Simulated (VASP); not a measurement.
# Na2BrCl (R-3m) in VASP: further runs

Runs on Na2BrCl. Level: LDA. Tasks: single point.

Program: VASP 6.6.1. These are calculated values, not measurements. Logs are shortened: lines on timing, memory, paths and dates and some standing lists are left out, and cuts for length are marked.

## Step 1: The cell of the first run

The structure is trigonal, space group R-3m (No. 166). The conventional cell has a = 3.978 Å, b = 3.978 Å, c = 18.715 Å, α = 90.00°, β = 90.00°, γ = 120.00°. Within 3.8 Å of Na (site symmetry 3m) lie 3 Cl at 2.73 Å and 3 Br at 2.82 Å and 3 Na at 3.74 Å. Br (site symmetry -3m) has 6 Na at 2.82 Å within 3.7 Å. Cl (site symmetry -3m) has 6 Na at 2.73 Å within 3.6 Å.

## Step 2: Single point, LDA (strain -0.0400 x Voigt [0, 0, 1, 0, 0, 0])

The input, INCAR:

```
SYSTEM = Na2BrCl
PREC = Accurate ; ENCUT = 520
EDIFF = 1E-7 ; ISMEAR = 0
SIGMA = 0.05 ; LREAL = .FALSE.
LASPH = .TRUE. ; NELM = 60
ALGO = Normal ; ISIF = 2
LWAVE = .FALSE. ; LCHARG = .FALSE.
NBANDS = 22
```

The input, KPOINTS:

```
Automatic mesh
0
G
  9 9 9
  0 0 0
```

The input, POSCAR:

```
Na2BrCl
1.0
    1.9888625555      1.1482703318      6.2384138411
   -1.9888625555      1.1482703318      6.2384138411
    0.0000000000     -2.2965406636      6.2384138411
Na Br Cl
2 1 1
Direct
    0.2545086910      0.2545086910      0.2545086910
    0.7454913090      0.7454913090      0.7454913090
    0.5000000000      0.5000000000      0.5000000000
    0.0000000000      0.0000000000      0.0000000000
```

Potentials or basis: VASP PAW LDA potentials, release 64 (Na_pv, Br, Cl).

The run is started by

```bash
$ cat potpaw_LDA.64/Na_pv/POTCAR potpaw_LDA.64/Br/POTCAR potpaw_LDA.64/Cl/POTCAR > POTCAR
$ mpirun -np 1 vasp_std > vasp.out
```

OUTCAR:

```text
SYSTEM = Na2BrCl
   PREC = Accurate
   ENCUT = 520
   EDIFF = 1E-7
   ISMEAR = 0
   LREAL = .FALSE.
   LASPH = .TRUE.
   NELM = 60
   ISIF = 2

 ion  position               nearest neighbor table
   1  0.255  0.255  0.255-   4 2.73   4 2.73   4 2.73
   2  0.745  0.745  0.745-   4 2.73   4 2.73   4 2.73
   3  0.500  0.500  0.500-
   4  0.000  0.000  0.000-   2 2.73   2 2.73   1 2.73   1 2.73   2 2.73   1 2.73

  LATTYP: Found a trigonal (rhomboedric) cell.
 ALAT       =     6.6476993217
 COS(alpha) =     0.8209819581

  Lattice vectors:

 A1 = (   1.9888625555,   1.1482703318,   6.2384138411)
 A2 = (  -1.9888625555,   1.1482703318,   6.2384138411)
 A3 = (   0.0000000000,  -2.2965406636,   6.2384138411)

Analysis of symmetry for initial positions (statically):
=====================================================================
 Subroutine PRICEL returns:
 Original cell was already a primitive cell.

 Routine SETGRP: Setting up the symmetry group for a
 trigonal (rhombohedral) supercell.

 Subroutine GETGRP returns: Found 12 space group operations
 (whereof 12 operations were pure point group operations)
 out of a pool of 12 trial point group operations.

The static configuration has the point symmetry D_3d.

Analysis of symmetry for dynamics (positions and initial velocities):
=====================================================================
 Subroutine PRICEL returns:
 Original cell was already a primitive cell.

 Routine SETGRP: Setting up the symmetry group for a
 trigonal (rhombohedral) supercell.

 Subroutine GETGRP returns: Found 12 space group operations
 (whereof 12 operations were pure point group operations)
 out of a pool of 12 trial point group operations.

The dynamic configuration has the point symmetry D_3d.

 Subroutine INISYM returns: Found 12 space group operations
 (whereof 12 operations are pure point group operations),
 and found     1 'primitive' translations

----------------------------------------------------------------------------------------

                                     Primitive cell

  volume of cell :      85.4819

  direct lattice vectors                    reciprocal lattice vectors
     1.988862555  1.148270332  6.238413841     0.251399977  0.145145844  0.053432386
    -1.988862555  1.148270332  6.238413841    -0.251399977  0.145145844  0.053432386
     0.000000000 -2.296540664  6.238413841     0.000000000 -0.290291688  0.053432386

  length of vectors
     6.647699322  6.647699322  6.647699322     0.295168230  0.295168230  0.295168230

  position of ions in fractional coordinates (direct lattice)
     0.254508691  0.254508691  0.254508691
     0.745491309  0.745491309  0.745491309
     0.500000000  0.500000000  0.500000000
     0.000000000  0.000000000  0.000000000

  ion indices of the primitive-cell ions
   primitive index   ion index
                 1           1
                 2           2
                 3           3
                 4           4

----------------------------------------------------------------------------------------

 KPOINTS: Automatic mesh

Automatic generation of k-mesh.
 Grid dimensions read from file:
 generate k-points for:    9    9    9

 Generating k-lattice:

  Cartesian coordinates                     Fractional coordinates (reciprocal lattice)
     0.027933331  0.016127316  0.005936932     0.111111111  0.000000000  0.000000000
    -0.027933331  0.016127316  0.005936932     0.000000000  0.111111111  0.000000000
     0.000000000 -0.032254632  0.005936932     0.000000000  0.000000000  0.111111111

  Length of vectors
     0.032796470  0.032796470  0.032796470

  Shift w.r.t. Gamma in fractional coordinates (k-lattice)
     0.000000000  0.000000000  0.000000000

 Subroutine IBZKPT returns following result:
 ===========================================

 Found     85 irreducible k-points:

 Following reciprocal coordinates:
            Coordinates               Weight
  0.000000  0.000000  0.000000      1.000000
  0.111111 -0.000000 -0.000000      6.000000
  0.222222  0.000000 -0.000000      6.000000
  0.333333 -0.000000 -0.000000      6.000000
  0.444444  0.000000 -0.000000      6.000000
  0.111111  0.111111 -0.000000      6.000000
[... 16 lines left out ...]
 -0.333333  0.333333  0.000000      6.000000
  0.444444  0.444444  0.000000      6.000000
 [... further k-points ...]
   k-points           NKPTS =     85   k-points in BZ     NKDIM =     85   number of bands    NBANDS=     22
   number of dos      NEDOS =    301   number of ions     NIONS =      4
   total plane-waves  NPLWV = 125000
   dimension x,y,z NGX =    50 NGY =   50 NGZ =   50
   dimension x,y,z NGXF=   100 NGYF=  100 NGZF=  100
   ions per type =               2   1   1
   NGX,Y,Z   is equivalent  to a cutoff of  12.50, 12.50, 12.50 a.u.
   NGXF,Y,Z  is equivalent  to a cutoff of  25.01, 25.01, 25.01 a.u.
 SYSTEM =  Na2BrCl
   PREC   = accura    normal or accurate (medium, high low for compatibility)
   ISTART =      0    job   : 0-new  1-cont  2-samecut
   ICHARG =      2    charge: 1-file 2-atom 10-const
   ISPIN  =      1    spin polarized calculation?
   LNONCOLLINEAR =      F non collinear calculations
   LSORBIT =      F    spin-orbit coupling
   LASPH  =      T    aspherical Exc in radial PAW
   ENCUT  =  520.0 eV  38.22 Ry    6.18 a.u.  12.36 12.36 12.36*2*pi/ulx,y,z
   NELM   =     60;   NELMIN=  2; NELMDL= -5     # of ELM steps
   EDIFF  = 0.1E-06   stopping-criterion for ELM
   LREAL  =      F    real-space projection
   EDIFFG = 0.1E-05   stopping-criterion for IOM
   NSW    =      0    number of steps for IOM
   IBRION =     -1    ionic relax: 0-MD 1-quasi-New 2-CG
   NFREE  =      0    steps in history (QN), initial steepest desc. (CG)
   ISIF   =      2    stress and relaxation
   ISYM   =      2    0-nonsym 1-usesym 2-fastsym
   POTIM  = 0.5000    time-step for ionic-motion
   TEBEG  =    0.0;   TEEND  =   0.0 temperature during run
   PSTRESS=    0.0 pullay stress
   NELECT =      28.0000    total number of electrons
   NUPDOWN=      -1.0000    fix difference up-down
   EMIN   =  10.00;   EMAX   =-10.00  energy-range for DOS
   EFERMI =   0.00;   METHOD = LEGACY
   ISMEAR =     0;   SIGMA  =   0.05  broadening in eV -4-tet -1-fermi 0-gaus
   EFERMI_NEDOS =   21; number of points for ismear=-14 and -15
   IALGO  =     38    algorithm
   IMIX   =      4    mixing-type and parameters
     AMIX     =   0.40;   BMIX     =  1.00
     AMIX_MAG =   1.60;   BMIX_MAG =  1.00
  volume/ion in A,a.u.               =      21.37       144.22
  Fermi-wavevector in a.u.,A,eV,Ry     =   1.128503  2.132561 17.327279  1.273519
  Thomas-Fermi vector in A             =   2.265193
   LORBIT       =      0    0 simple, 1 ext, 2 COOP (PROOUT), +10 PAW based schemes
   GGA     = CA    functional components
   LHFCALC =     F    Hartree Fock is set to
   AEXX    =    0.0000 exact exchange contribution
   IVDW    =     0    specifies the selected vdW correction
   LEPSILON=     F    determine dielectric tensor
   LRPA    =     F    only Hartree local field effects (RPA)
 non-spin polarized calculation
 Gauss-broadening in eV      SIGMA  =   0.05
  energy-cutoff  :      520.00
  volume of cell :       85.48
 maximum number of plane-waves:      2327
 NGX is ok and might be reduce to    50
   NGX = 25   NGY = 25   NGZ = 25

 number of electron      28.0000002 magnetization

 Free energy of the ion-electron system (eV)
  ---------------------------------------------------
  ext. energy  EPLUGINS =         0.00000000
  ---------------------------------------------------
  free energy    TOTEN  =       -14.09610676 eV

  energy without entropy =      -14.09610676  energy(sigma->0) =      -14.09610676

 E-fermi :   0.5296     XC(G=0):  -9.1605

 val. band max:        0.2262799979   @ k =   0.0000   0.0000   0.0000
 cond. band min:       4.6459135214   @ k =   0.0000   0.0000   0.0000
 fundamental gap:      4.4196335235
 Fermi energy:         0.5295952241

 k-point     1 :       0.0000    0.0000    0.0000
  band No.  band energies     occupation
      1     -21.0923      2.00000
      2     -21.0469      2.00000
      3     -21.0469      2.00000
      4     -21.0467      2.00000
      5     -21.0430      2.00000
      6     -21.0430      2.00000
[... 14 lines left out ...]
     21      10.7227      0.00000
     22      11.3546      0.00000

 k-point     2 :       0.1111   -0.0000   -0.0000
  band No.  band energies     occupation
      1     -21.0898      2.00000
      2     -21.0500      2.00000
      3     -21.0475      2.00000
      4     -21.0470      2.00000
      5     -21.0465      2.00000
      6     -21.0436      2.00000
[... 14 lines left out ...]
     21      10.8628      0.00000
     22      11.0689      0.00000

 k-point     3 :       0.2222    0.0000   -0.0000
  band No.  band energies     occupation
      1     -21.0833      2.00000
      2     -21.0571      2.00000
      3     -21.0554      2.00000
      4     -21.0490      2.00000
      5     -21.0485      2.00000
      6     -21.0451      2.00000
[... 14 lines left out ...]
     21      10.9224      0.00000
     22      10.9714      0.00000
[... 476 lines left out ...]
 k-point    23 :      -0.3333    0.3333    0.0000
  band No.  band energies     occupation
      1     -21.0736      2.00000
      2     -21.0696      2.00000
      3     -21.0670      2.00000
      4     -21.0560      2.00000
      5     -21.0548      2.00000
      6     -21.0503      2.00000
[... 14 lines left out ...]
     21      11.3352      0.00000
     22      11.9837      0.00000

 k-point    24 :       0.4444    0.4444    0.0000
  band No.  band energies     occupation
      1     -21.0855      2.00000
      2     -21.0747      2.00000
      3     -21.0552      2.00000
      4     -21.0552      2.00000
      5     -21.0491      2.00000
      6     -21.0446      2.00000
[... 14 lines left out ...]
     21      11.7131      0.00000
     22      13.8948      0.00000

 [... further k-points ...]

------------------------ aborting loop because EDIFF is reached ----------------------------------------

  FORCE on cell =-STRESS in cart. coord.  units (eV):
  Direction    XX          YY          ZZ          XY          YZ          ZX
  --------------------------------------------------------------------------------------
  -------------------------------------------------------------------------------------
  Total        0.5500274      0.5500274      1.0178356      0.0000000      0.0000000     -0.0000000
  in kB       10.3090962     10.3090962     19.0771661      0.0000000      0.0000000     -0.0000000
  external PRESSURE =      13.2317861 kB  Pullay stress =       0.0000000 kB

 VOLUME and BASIS-vectors are now :
 -----------------------------------------------------------------------------
  energy-cutoff  :      520.00
  volume of cell :       85.48
      direct lattice vectors                 reciprocal lattice vectors
     1.988862555  1.148270332  6.238413841     0.251399977  0.145145844  0.053432386
    -1.988862555  1.148270332  6.238413841    -0.251399977  0.145145844  0.053432386
     0.000000000 -2.296540664  6.238413841     0.000000000 -0.290291688  0.053432386

 POSITION                                       TOTAL-FORCE (eV/Angst)
 -----------------------------------------------------------------------------------
      0.00000      0.00000      4.76319         0.000000      0.000000      0.019866
      0.00000      0.00000     13.95205         0.000000     -0.000000     -0.019866
      0.00000      0.00000      9.35762         0.000000      0.000000     -0.000000
      0.00000      0.00000      0.00000         0.000000      0.000000     -0.000000
 -----------------------------------------------------------------------------------
    total drift:                                0.000000      0.000000     -0.000000

  FREE ENERGIE OF THE ION-ELECTRON SYSTEM (eV)
  ---------------------------------------------------
  free  energy   TOTEN  =       -14.0961067597 eV

  energy  without entropy=      -14.0961067597  energy(sigma->0) =      -14.09610676
```

Run time: 4.5 min. Hardware: 1 thread of Oxide Virtual Turin-like, shared host; peak memory 0.33 GiB.

Results:

```yaml
Free_energy: -14.0961 eV
Pressure: 1.3 GPa
Largest_force: 0.020 eV/Å
Band_gap_on_the_k_mesh: 4.42 eV
```

Forces in eV/Å, atoms in the order of the input:
```
Na   0.000  0.000  0.020
Na   0.000  0.000 -0.020
Br   0.000  0.000  0.000
Cl   0.000  0.000  0.000
```

Stress tensor (GPa, compression positive):
```
1.03 0.00 0.00
0.00 1.03 0.00
0.00 0.00 1.91
```

Levels at points of the mesh, in eV from the valence-band top:
| k point | band 11 | band 12 | band 13 | band 14 | band 15 | band 16 | band 17 | band 18 |
| --- | --- | --- | --- | --- | --- | --- | --- | --- |
| (0.00, 0.00, 0.00) | -1.06 | -0.16 | 0.00 | 0.00 | 4.42 | 6.18 | 9.72 | 9.72 |

Caveat: the cell differs from its parent crystal (strain -0.0400 x Voigt [0, 0, 1, 0, 0, 0]).

## Step 3: Single point, LDA (strain -0.0100 x Voigt [0, 0, 1, 0, 0, 0])

The input, INCAR:

```
ALGO = Normal
EDIFF = 1E-6
ENCUT = 520
ISIF = 2
ISMEAR = 0
LASPH = True
LCHARG = True
LELF = True
LREAL = False
LVHAR = True
LWAVE = False
NBANDS = 22
NELM = 80
PREC = Accurate
SIGMA = 0.05
```

The input, KPOINTS:

```
k-points
0
Gamma
  9 9 9
```

The input, POSCAR:

```
Na2BrCl
1.0
    1.9888625555      1.1482703318      6.4333642736
   -1.9888625555      1.1482703318      6.4333642736
    0.0000000000     -2.2965406636      6.4333642736
Na Br Cl
2 1 1
Direct
    0.2545086910      0.2545086910      0.2545086910
    0.7454913090      0.7454913090      0.7454913090
    0.5000000000      0.5000000000      0.5000000000
    0.0000000000      0.0000000000      0.0000000000
```

Potentials or basis: VASP PAW LDA potentials, release 64 (Na_pv, Br, Cl).

The run is started by

```bash
$ cat potpaw_LDA.64/Na_pv/POTCAR potpaw_LDA.64/Br/POTCAR potpaw_LDA.64/Cl/POTCAR > POTCAR
$ mpirun -np 1 vasp_std > vasp.out
```

OUTCAR:

```text
EDIFF = 1E-6
   ENCUT = 520
   ISIF = 2
   ISMEAR = 0
   LASPH = True
   LREAL = False
   NELM = 80
   PREC = Accurate

 ion  position               nearest neighbor table
   1  0.255  0.255  0.255-
   2  0.745  0.745  0.745-
   3  0.500  0.500  0.500-
   4  0.000  0.000  0.000-

  LATTYP: Found a trigonal (rhomboedric) cell.
 ALAT       =     6.8309790584
 COS(alpha) =     0.8304594333

  Lattice vectors:

 A1 = (   1.9888625555,   1.1482703318,   6.4333642736)
 A2 = (  -1.9888625555,   1.1482703318,   6.4333642736)
 A3 = (   0.0000000000,  -2.2965406636,   6.4333642736)

Analysis of symmetry for initial positions (statically):
=====================================================================
 Subroutine PRICEL returns:
 Original cell was already a primitive cell.

 Routine SETGRP: Setting up the symmetry group for a
 trigonal (rhombohedral) supercell.

 Subroutine GETGRP returns: Found 12 space group operations
 (whereof 12 operations were pure point group operations)
[... 166 lines left out ...]

  energy without entropy =      -14.11619228  energy(sigma->0) =      -14.11619228

 E-fermi :   0.3693     XC(G=0):  -9.0247

 val. band max:        0.0854261419   @ k =   0.0000   0.0000   0.0000
 cond. band min:       4.3190454828   @ k =   0.0000   0.0000   0.0000
 fundamental gap:      4.2336193409
 Fermi energy:         0.3692874984

 k-point     1 :       0.0000    0.0000    0.0000
  band No.  band energies     occupation
      1     -21.3218      2.00000
      2     -21.2849      2.00000
      3     -21.2849      2.00000
      4     -21.2834      2.00000
      5     -21.2819      2.00000
      6     -21.2819      2.00000
[... 589 lines left out ...]
     21      11.2863      0.00000
     22      13.6281      0.00000

 [... further k-points ...]

------------------------ aborting loop because EDIFF is reached ----------------------------------------

  FORCE on cell =-STRESS in cart. coord.  units (eV):
  Direction    XX          YY          ZZ          XY          YZ          ZX
  --------------------------------------------------------------------------------------
  -------------------------------------------------------------------------------------
  Total        0.1371919      0.1371919      0.2600844     -0.0000000     -0.0000000     -0.0000000
  in kB        2.4934511      2.4934511      4.7270114     -0.0000000     -0.0000000     -0.0000000
  external PRESSURE =       3.2379712 kB  Pullay stress =       0.0000000 kB

 VOLUME and BASIS-vectors are now :
 -----------------------------------------------------------------------------
  energy-cutoff  :      520.00
  volume of cell :       88.15
      direct lattice vectors                 reciprocal lattice vectors
     1.988862555  1.148270332  6.433364274     0.251399977  0.145145844  0.051813222
    -1.988862555  1.148270332  6.433364274    -0.251399977  0.145145844  0.051813222
     0.000000000 -2.296540664  6.433364274     0.000000000 -0.290291688  0.051813222

 POSITION                                       TOTAL-FORCE (eV/Angst)
 -----------------------------------------------------------------------------------
      0.00000      0.00000      4.91204         0.000000     -0.000000      0.005293
      0.00000      0.00000     14.38805         0.000000      0.000000     -0.005293
      0.00000      0.00000      9.65005         0.000000      0.000000      0.000000
      0.00000      0.00000      0.00000         0.000000      0.000000     -0.000000
 -----------------------------------------------------------------------------------
    total drift:                               -0.000000      0.000000     -0.000000

  FREE ENERGIE OF THE ION-ELECTRON SYSTEM (eV)
  ---------------------------------------------------
  free  energy   TOTEN  =       -14.1161922781 eV

  energy  without entropy=      -14.1161922781  energy(sigma->0) =      -14.11619228
```

OSZICAR:

```text
N       E                     dE             d eps       ncg     rms          rms(c)
DAV:   1     0.244553095965E+03    0.24455E+03   -0.13643E+04  3740   0.130E+03
DAV:   2     0.796191764271E+01   -0.23659E+03   -0.22427E+03  4116   0.346E+02
DAV:   3    -0.138521095761E+02   -0.21814E+02   -0.21637E+02  4604   0.103E+02
DAV:   4    -0.144153134410E+02   -0.56320E+00   -0.56256E+00  4296   0.177E+01
DAV:   5    -0.144263847504E+02   -0.11071E-01   -0.11071E-01  4904   0.249E+00    0.267E+00
DAV:   6    -0.141559881118E+02    0.27040E+00   -0.42924E-01  4428   0.369E+00    0.182E+00
DAV:   7    -0.141190550797E+02    0.36933E-01   -0.10836E-01  4940   0.175E+00    0.114E+00
DAV:   8    -0.141165096601E+02    0.25454E-02   -0.98067E-03  4544   0.795E-01    0.354E-01
DAV:   9    -0.141161841982E+02    0.32546E-03   -0.98429E-04  4376   0.220E-01    0.775E-02
DAV:  10    -0.141162015014E+02   -0.17303E-04   -0.32519E-04  4838   0.112E-01    0.217E-02
DAV:  11    -0.141161948659E+02    0.66355E-05   -0.20026E-05  4540   0.336E-02    0.169E-02
DAV:  12    -0.141161923973E+02    0.24686E-05   -0.10938E-05  4480   0.183E-02    0.323E-03
DAV:  13    -0.141161922781E+02    0.11918E-06   -0.23793E-06  3776   0.101E-02
   1 F= -.14116192E+02 E0= -.14116192E+02  d E =-.136369E-17
```

stdout:

```text
POSCAR found type information on POSCAR NaBrCl
 POSCAR found :  3 types and       4 ions
 scaLAPACK will be used
 LDA part: xc-table for (Slater(with rela. corr.)+CA(PZ))
 , standard interpolation
 POSCAR, INCAR and KPOINTS ok, starting setup
 FFT: planning ... GRIDC
 FFT: planning ... GRID_SOFT
 FFT: planning ... GRID
 WAVECAR not read
 entering main loop
```

It took 5.8 min on 1 thread of Oxide Virtual Turin-like, shared host; peak memory 0.36 GiB.

What came out:

| Item | Value |
| --- | --- |
| Free energy | -14.1162 eV |
| Pressure | 0.3 GPa |
| Largest force | 0.005 eV/Å |
| Band gap on the k mesh | 4.23 eV |

Forces on the atoms (eV/Å):
```
Na   0.000  0.000  0.005
Na   0.000  0.000 -0.005
Br   0.000  0.000  0.000
Cl   0.000  0.000  0.000
```

Levels at points of the mesh, in eV from the valence-band top:
| k point | band 12 | band 13 | band 14 | band 15 | band 16 | band 17 |
| --- | --- | --- | --- | --- | --- | --- |
| (0.00, 0.00, 0.00) | -0.32 | 0.00 | 0.00 | 4.23 | 6.16 | 9.77 |

Caveat: the cell differs from its parent crystal (strain -0.0100 x Voigt [0, 0, 1, 0, 0, 0]). A k mesh can miss the band edges.
